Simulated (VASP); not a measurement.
# SnO2 (I4/mmm) in VASP: notebook

Aim: see how the results for SnO2 move with the level of theory and the settings. Levels: r2SCAN, PBE. Tasks: single point.

Everything below comes from runs of VASP 6.6.1. Logs are shortened: lines on timing, memory, paths and dates and some standing lists are left out, and cuts for length are marked.

### 1 The cell of the first run

The structure is tetragonal, space group I4/mmm (No. 139). Conventional cell: a = 3.714 Å, b = 3.714 Å, c = 5.034 Å, α = 90.00°, β = 90.00°, γ = 90.00°. Sn (site symmetry 4/mmm) has 8 O at 2.24 Å within 3.0 Å. O (site symmetry -4m2) has 4 Sn at 2.24 Å and 6 O at 2.52 to 2.63 Å within 3.0 Å.

### 2 Single point, r2SCAN (epitaxial xy strain +3.7%)

File POSCAR:

```
SnO2
1.0
    0.0000000000      2.6261918627      2.5171288781
    2.6261918627      0.0000000000      2.5171288781
    2.6261918627      2.6261918627      0.0000000000
Sn O
1 2
Direct
    0.0000000000      0.0000000000      0.0000000000
    0.2500000000      0.2500000000      0.2500000000
    0.7500000000      0.7500000000      0.7500000000
```

File INCAR.step1:

```
ALGO = Normal
EDIFF = 1E-4
ENCUT = 520
GGA = PE
ISMEAR = -1
LASPH = True
LCHARG = False
LREAL = False
LWAVE = True
NBANDS = 20
NELM = 100
PREC = Accurate
SIGMA = 0.02
```

File INCAR.step2:

```
ALGO = Normal
EDIFF = 1E-6
ENCUT = 520
ISIF = 2
ISMEAR = -1
ISTART = 1
LASPH = True
LCHARG = False
LMIXTAU = True
LREAL = False
LWAVE = False
METAGGA = R2SCAN
NBANDS = 20
NELM = 100
PREC = Accurate
SIGMA = 0.02
```

File KPOINTS:

```
k-points
0
Gamma
  8 8 8
```

Potentials or basis: VASP PAW PBE potentials, release 64 (Sn_d, O).

The run is started by

```bash
cat potpaw_PBE.64/Sn_d/POTCAR potpaw_PBE.64/O/POTCAR > POTCAR
cp INCAR.step1 INCAR
mpirun -np 1 vasp_std > vasp.out
cp INCAR.step2 INCAR
mpirun -np 1 vasp_std > vasp.out
```

OUTCAR:

```text
EDIFF = 1E-6
   ENCUT = 520
   ISIF = 2
   ISMEAR = -1
   ISTART = 1
   LASPH = True
   LREAL = False
   METAGGA = R2SCAN
   NELM = 100
   PREC = Accurate

 ion  position               nearest neighbor table
   1  0.000  0.000  0.000-   3 2.24   2 2.24   3 2.24   2 2.24   3 2.24   3 2.24   2 2.24   2 2.24

   2  0.250  0.250  0.250-   1 2.24   1 2.24   1 2.24   1 2.24
   3  0.750  0.750  0.750-   1 2.24   1 2.24   1 2.24   1 2.24

  LATTYP: Found a body centered tetragonal cell.
 ALAT       =     3.7139961496
 C/A-ratio  =     1.3554827613

  Lattice vectors:

 A1 = (   0.0000000000,  -2.6261918627,  -2.5171288781)
 A2 = (   0.0000000000,   2.6261918627,  -2.5171288781)
 A3 = (   2.6261918627,   0.0000000000,   2.5171288781)

Analysis of symmetry for initial positions (statically):
=====================================================================
 Subroutine PRICEL returns:
 Original cell was already a primitive cell.

 Routine SETGRP: Setting up the symmetry group for a
 body centered tetragonal supercell.

 Subroutine GETGRP returns: Found 16 space group operations
 (whereof 16 operations were pure point group operations)
 out of a pool of 16 trial point group operations.

The static configuration has the point symmetry D_4h.

Analysis of symmetry for dynamics (positions and initial velocities):
=====================================================================
 Subroutine PRICEL returns:
 Original cell was already a primitive cell.

 Routine SETGRP: Setting up the symmetry group for a
 body centered tetragonal supercell.

 Subroutine GETGRP returns: Found 16 space group operations
 (whereof 16 operations were pure point group operations)
 out of a pool of 16 trial point group operations.

The dynamic configuration has the point symmetry D_4h.

 Subroutine INISYM returns: Found 16 space group operations
 (whereof 16 operations are pure point group operations),
 and found     1 'primitive' translations

----------------------------------------------------------------------------------------

                                     Primitive cell

  volume of cell :      34.7207

  direct lattice vectors                    reciprocal lattice vectors
     0.000000000  2.626191863  2.517128878    -0.190389745  0.190389745  0.198639015
     2.626191863  0.000000000  2.517128878     0.190389745 -0.190389745  0.198639015
     2.626191863  2.626191863  0.000000000     0.190389745  0.190389745 -0.198639015

  length of vectors
     3.637694529  3.637694529  3.713996150     0.334595231  0.334595231  0.334595231

  position of ions in fractional coordinates (direct lattice)
     0.000000000  0.000000000  0.000000000
     0.250000000  0.250000000  0.250000000
     0.750000000  0.750000000  0.750000000

  ion indices of the primitive-cell ions
   primitive index   ion index
                 1           1
                 2           2
                 3           3

----------------------------------------------------------------------------------------

 KPOINTS: k-points

Automatic generation of k-mesh.
 Grid dimensions read from file:
 generate k-points for:    8    8    8

 Generating k-lattice:

  Cartesian coordinates                     Fractional coordinates (reciprocal lattice)
    -0.023798718  0.023798718  0.024829877     0.125000000  0.000000000  0.000000000
     0.023798718 -0.023798718  0.024829877     0.000000000  0.125000000  0.000000000
     0.023798718  0.023798718 -0.024829877     0.000000000  0.000000000  0.125000000

  Length of vectors
     0.041824404  0.041824404  0.041824404

  Shift w.r.t. Gamma in fractional coordinates (k-lattice)
     0.000000000  0.000000000  0.000000000

 Subroutine IBZKPT returns following result:
 ===========================================

 Found     59 irreducible k-points:

 Following reciprocal coordinates:
            Coordinates               Weight
  0.000000  0.000000  0.000000      1.000000
  0.125000  0.000000  0.000000      8.000000
  0.250000  0.000000  0.000000      8.000000
  0.375000  0.000000  0.000000      8.000000
  0.500000  0.000000  0.000000      4.000000
  0.125000  0.125000  0.000000      2.000000
[... 16 lines left out ...]
  0.250000  0.000000  0.125000     16.000000
  0.375000  0.000000  0.125000     16.000000
 [... further k-points ...]
   k-points           NKPTS =     59   k-points in BZ     NKDIM =     59   number of bands    NBANDS=     20
   number of dos      NEDOS =    301   number of ions     NIONS =      3
   total plane-waves  NPLWV =  21952
   dimension x,y,z NGX =    28 NGY =   28 NGZ =   28
   dimension x,y,z NGXF=    56 NGYF=   56 NGZF=   56
   ions per type =               1   2
   NGX,Y,Z   is equivalent  to a cutoff of  12.80, 12.80, 12.53 a.u.
   NGXF,Y,Z  is equivalent  to a cutoff of  25.59, 25.59, 25.07 a.u.
 SYSTEM =  unknown system
   PREC   = accura    normal or accurate (medium, high low for compatibility)
   ISTART =      1    job   : 0-new  1-cont  2-samecut
   ICHARG =      0    charge: 1-file 2-atom 10-const
   ISPIN  =      1    spin polarized calculation?
   LNONCOLLINEAR =      F non collinear calculations
   LSORBIT =      F    spin-orbit coupling
   LASPH  =      T    aspherical Exc in radial PAW
   ENCUT  =  520.0 eV  38.22 Ry    6.18 a.u.   6.76  6.76  6.91*2*pi/ulx,y,z
   NELM   =    100;   NELMIN=  2; NELMDL=  0     # of ELM steps
   EDIFF  = 0.1E-05   stopping-criterion for ELM
   LREAL  =      F    real-space projection
   EDIFFG = 0.1E-04   stopping-criterion for IOM
   NSW    =      0    number of steps for IOM
   IBRION =     -1    ionic relax: 0-MD 1-quasi-New 2-CG
   NFREE  =      0    steps in history (QN), initial steepest desc. (CG)
   ISIF   =      2    stress and relaxation
   ISYM   =      2    0-nonsym 1-usesym 2-fastsym
   POTIM  = 0.5000    time-step for ionic-motion
   TEBEG  =    0.0;   TEEND  =   0.0 temperature during run
   PSTRESS=    0.0 pullay stress
   NELECT =      26.0000    total number of electrons
   NUPDOWN=      -1.0000    fix difference up-down
   EMIN   =  10.00;   EMAX   =-10.00  energy-range for DOS
   EFERMI =   0.00;   METHOD = LEGACY
   ISMEAR =    -1;   SIGMA  =   0.02  broadening in eV -4-tet -1-fermi 0-gaus
   EFERMI_NEDOS =   21; number of points for ismear=-14 and -15
   IALGO  =     38    algorithm
   IMIX   =      4    mixing-type and parameters
     AMIX     =   0.40;   BMIX     =  1.00
     AMIX_MAG =   1.60;   BMIX_MAG =  1.00
  volume/ion in A,a.u.               =      11.57        78.10
  Fermi-wavevector in a.u.,A,eV,Ry     =   1.486631  2.809325 30.069848  2.210072
  Thomas-Fermi vector in A             =   2.599893
   LORBIT       =      0    0 simple, 1 ext, 2 COOP (PROOUT), +10 PAW based schemes
   METAGGA = R2SCAN    functional components
   LHFCALC =     F    Hartree Fock is set to
   AEXX    =    0.0000 exact exchange contribution
   IVDW    =     0    specifies the selected vdW correction
   LEPSILON=     F    determine dielectric tensor
   LRPA    =     F    only Hartree local field effects (RPA)
 non-spin polarized calculation
  energy-cutoff  :      520.00
  volume of cell :       34.72
 maximum number of plane-waves:       954
   NGX = 13   NGY = 13   NGZ = 13

 number of electron      26.0000006 magnetization

 Free energy of the ion-electron system (eV)
  ---------------------------------------------------
  ext. energy  EPLUGINS =         0.00000000
  ---------------------------------------------------
  free energy    TOTEN  =       -41.35233015 eV

  energy without entropy =      -41.35206095  energy(sigma->0) =      -41.35219555

 E-fermi :   7.0514     XC(G=0): -12.3821

 val. band max:        7.0126158640   @ k =  -0.3750   0.5000   0.1250
 cond. band min:       8.3049607085   @ k =   0.1250   0.0000   0.0000
 fundamental gap:      1.2923448445
 Fermi energy:         7.0514475762

 k-point     1 :       0.0000    0.0000    0.0000
  band No.  band energies     occupation
      1     -14.4190      2.00000
      2     -14.4190      2.00000
      3     -14.3786      2.00000
      4     -14.2842      2.00000
      5     -14.2582      2.00000
      6     -13.3175      2.00000
[... 12 lines left out ...]
     19      22.1161      0.00000
     20      23.3241      0.00000

 k-point     2 :       0.1250    0.0000    0.0000
  band No.  band energies     occupation
      1     -14.4684      2.00000
      2     -14.4090      2.00000
      3     -14.3800      2.00000
      4     -14.2844      2.00000
      5     -14.2577      2.00000
      6     -13.1706      2.00000
[... 12 lines left out ...]
     19      22.1729      0.00000
     20      23.3100      0.00000

 k-point     3 :       0.2500    0.0000    0.0000
  band No.  band energies     occupation
      1     -14.6252      2.00000
      2     -14.3892      2.00000
      3     -14.3653      2.00000
      4     -14.2801      2.00000
      5     -14.2520      2.00000
      6     -12.7113      2.00000
[... 12 lines left out ...]
     19      22.9356      0.00000
     20      23.2738      0.00000

 k-point     4 :       0.3750    0.0000    0.0000
  band No.  band energies     occupation
      1     -14.7860      2.00000
      2     -14.3766      2.00000
      3     -14.3573      2.00000
      4     -14.2668      2.00000
      5     -14.2386      2.00000
      6     -12.0098      2.00000
[... 12 lines left out ...]
     19      22.8342      0.00000
     20      23.0263      0.00000

 k-point     5 :       0.5000    0.0000    0.0000
  band No.  band energies     occupation
      1     -14.8512      2.00000
      2     -14.3736      2.00000
      3     -14.3565      2.00000
      4     -14.2588      2.00000
      5     -14.2308      2.00000
      6     -11.4458      2.00000
[... 12 lines left out ...]
     19      22.5146      0.00000
     20      22.7142      0.00000

 k-point     6 :       0.1250    0.1250    0.0000
  band No.  band energies     occupation
      1     -14.4696      2.00000
      2     -14.3998      2.00000
      3     -14.3997      2.00000
      4     -14.2926      2.00000
      5     -14.2521      2.00000
      6     -13.1153      2.00000
[... 12 lines left out ...]
     19      22.3459      0.00000
     20      23.2029      0.00000

 k-point     7 :       0.2500    0.1250    0.0000
  band No.  band energies     occupation
      1     -14.5885      2.00000
      2     -14.3919      2.00000
      3     -14.3783      2.00000
      4     -14.2992      2.00000
      5     -14.2446      2.00000
      6     -12.7608      2.00000
[... 12 lines left out ...]
     19      22.6126      0.00000
     20      24.2820      0.00000
[... 277 lines left out ...]
 k-point    20 :      -0.3750    0.3750    0.0000
  band No.  band energies     occupation
      1     -14.8280      2.00000
      2     -14.4824      2.00000
      3     -14.3249      2.00000
      4     -14.3000      2.00000
      5     -14.2329      2.00000
      6     -11.1131      2.00000
[... 12 lines left out ...]
     19      23.8546      0.00000
     20      25.6468      0.00000

 k-point    21 :       0.5000    0.5000    0.0000
  band No.  band energies     occupation
      1     -14.9609      2.00000
      2     -14.3449      2.00000
      3     -14.2818      2.00000
      4     -14.2818      2.00000
      5     -14.2163      2.00000
      6     -11.6339      2.00000
[... 12 lines left out ...]
     19      24.6505      0.00000
     20      25.6595      0.00000

 k-point    22 :       0.1250    0.0000    0.1250
  band No.  band energies     occupation
      1     -14.4993      2.00000
      2     -14.3983      2.00000
      3     -14.3628      2.00000
      4     -14.2830      2.00000
      5     -14.2601      2.00000
      6     -13.1427      2.00000
[... 12 lines left out ...]
     19      22.3679      0.00000
     20      23.4670      0.00000

 k-point    23 :       0.2500    0.0000    0.1250
  band No.  band energies     occupation
      1     -14.5981      2.00000
      2     -14.3935      2.00000
      3     -14.3561      2.00000
      4     -14.2820      2.00000
      5     -14.2577      2.00000
      6     -12.8112      2.00000
[... 12 lines left out ...]
     19      23.2694      0.00000
     20      24.0969      0.00000

 k-point    24 :       0.3750    0.0000    0.1250
  band No.  band energies     occupation
      1     -14.7272      2.00000
      2     -14.4128      2.00000
      3     -14.3477      2.00000
      4     -14.2764      2.00000
      5     -14.2485      2.00000
      6     -12.1879      2.00000
[... 12 lines left out ...]
     19      23.3131      0.00000
     20      24.8334      0.00000

 [... further k-points ...]
[... 5 lines left out ...]
  --------------------------------------------------------------------------------------
  -------------------------------------------------------------------------------------
  Total       -3.7878370     -3.7878370      0.2230040      0.0000000      0.0000000     -0.0000000
  in kB     -174.7887642   -174.7887642     10.2904615      0.0000000      0.0000000     -0.0000000
  external PRESSURE =    -113.0956890 kB  Pullay stress =       0.0000000 kB

 VOLUME and BASIS-vectors are now :
 -----------------------------------------------------------------------------
  energy-cutoff  :      520.00
  volume of cell :       34.72
      direct lattice vectors                 reciprocal lattice vectors
     0.000000000  2.626191863  2.517128878    -0.190389745  0.190389745  0.198639015
     2.626191863  0.000000000  2.517128878     0.190389745 -0.190389745  0.198639015
     2.626191863  2.626191863  0.000000000     0.190389745  0.190389745 -0.198639015

 POSITION                                       TOTAL-FORCE (eV/Angst)
 -----------------------------------------------------------------------------------
      0.00000      0.00000      0.00000         0.000000      0.000000      0.000000
      1.31310      1.31310      1.25856         0.000000      0.000000      0.000000
      3.93929      3.93929      3.77569        -0.000000     -0.000000      0.000000
 -----------------------------------------------------------------------------------
    total drift:                               -0.000000      0.000000      0.000000

  FREE ENERGIE OF THE ION-ELECTRON SYSTEM (eV)
  ---------------------------------------------------
  free  energy   TOTEN  =       -41.3523301480 eV

  energy  without entropy=      -41.3520609489  energy(sigma->0) =      -41.35219555
```

Wall time 2.5 min (1 thread of AMD EPYC 7R43 (Zen 3), shared host); peak memory 0.15 GiB.

Results:

```
Free energy            : -41.3523 eV
Pressure               : -11.3 GPa
Band gap on the k mesh : zero (band 13 reaches 7.01 eV, above the bottom of band 14 at 6.93 eV)
```

Levels at points of the mesh, in eV from the Fermi level:
```
           k point  band 10  band 11  band 12  band 13  band 14  band 15  band 16  band 17
(0.00, 0.00, 0.00)    -3.02    -1.80    -1.80    -1.10    -0.12     7.19     7.47     7.47
(0.50, 0.00, 0.00)    -3.58    -3.30    -2.37    -2.22     4.61     7.96    10.50    10.54
(0.50, 0.50, 0.00)    -5.61    -0.55    -0.55    -0.04     2.79     6.95    10.02    12.38
(0.50, 0.00, 0.50)    -5.36    -0.66    -0.48    -0.13     3.43     7.32     9.80    12.02
```

Caveat: the cell differs from its parent crystal (epitaxial xy strain +3.7%); the PAW data sets were made with another functional, which shifts forces and pressure a little; spin-orbit coupling is left out, which moves the levels of the heavy elements.

### 3 Single point, PBE (epitaxial xy strain +3.7%)

File INCAR:

```
SYSTEM = SnO2
PREC = Accurate ; ENCUT = 600
EDIFF = 1E-6 ; ISMEAR = -1
SIGMA = 0.02 ; LREAL = .False.
LASPH = .True. ; NELM = 120
ALGO = Normal ; ISIF = 2
LWAVE = .False. ; LCHARG = .False.
GGA = PE ; NBANDS = 20
GGA_COMPAT = .False.
```

File KPOINTS:

```
Automatic mesh
0
Gamma
  8 8 8
  0 0 0
```

POSCAR is that of step 2.

Potentials or basis: VASP PAW PBE potentials, release 64 (Sn_d, O).

The run is started by

```bash
cat potpaw_PBE.64/Sn_d/POTCAR potpaw_PBE.64/O/POTCAR > POTCAR
mpirun -np 1 vasp_std > vasp.out
```

Wall time 26 s (1 thread of Intel Xeon 6975P-C (Granite Rapids), shared host); peak memory 0.19 GiB.

The run converged. Its results:

```
Free energy            : -17.8646 eV
Pressure               : -3.1 GPa
Band gap on the k mesh : zero (band 13 reaches 7.33 eV, above the bottom of band 14 at 6.72 eV)
```

Stress tensor (GPa, compression positive):
```
-8.78  0.00  0.00
 0.00 -8.78  0.00
 0.00  0.00  8.40
```

Levels at points of the mesh, in eV from the Fermi level:
```csv
k point,band 9,band 10,band 11,band 12,band 13,band 14,band 15,band 16,band 17,band 18
"(0.00, 0.00, 0.00)",-2.93,-2.93,-1.76,-1.76,-1.07,-0.65,6.49,6.75,6.75,12.82
"(0.50, 0.00, 0.00)",-3.92,-3.53,-3.25,-2.30,-2.16,4.04,7.41,9.62,9.65,14.62
"(0.50, 0.50, 0.00)",-5.52,-5.52,-0.54,-0.54,-0.04,2.30,6.19,9.55,11.38,11.38
"(0.50, 0.00, 0.50)",-5.38,-5.27,-0.64,-0.47,-0.13,2.90,6.53,9.33,11.05,11.37
```

Caveat: the cell differs from its parent crystal (epitaxial xy strain +3.7%); spin-orbit coupling is left out, which moves the levels of the heavy elements.
